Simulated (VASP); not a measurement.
## AlIr: single point with LDA

Crystal: AlIr.

```
Al Ir
1.0
     2.99456    0.00000    0.00000
     0.00000    2.99456    0.00000
     0.00000    0.00000    2.99456
Al Ir
1 1
Direct
  0.00000 0.00000 0.00000
  0.50000 0.50000 0.50000
```

```json
{
  "Program": "VASP 6.6.1",
  "Task": "single point",
  "Functional": "LDA",
  "Potentials or basis": "VASP PAW LDA potentials, release 64 (Al, Ir)",
  "Cutoff": "500 eV",
  "k mesh": "11 × 11 × 11",
  "Occupations": "methfessel-paxton, width 0.1 eV",
  "Spin": "no spin polarisation",
  "Dipole correction": "no",
  "Further INCAR settings": "ALGO = Normal; EDIFF = 1e-06; NBANDS = 13"
}
```

```
Pressure               : -5.2 GPa
Band gap on the k mesh : zero (band 6 reaches 11.80 eV, above the bottom of band 7 at 10.53 eV)
```

Levels at points of the mesh, in eV from the Fermi level:
```csv
k point,band 2,band 3,band 4,band 5,band 6,band 7,band 8,band 9,band 10,band 11
"(0.00, 0.00, 0.00)",-5.80,-5.80,-1.74,-1.74,-1.74,4.29,4.29,4.29,9.98,9.98
```

Wall time 18 s on 1 thread of Intel Xeon 8259CL, on a shared host, peak memory 0.14 GiB.

Caveat: spin-orbit coupling is left out, which moves the levels of the heavy elements.
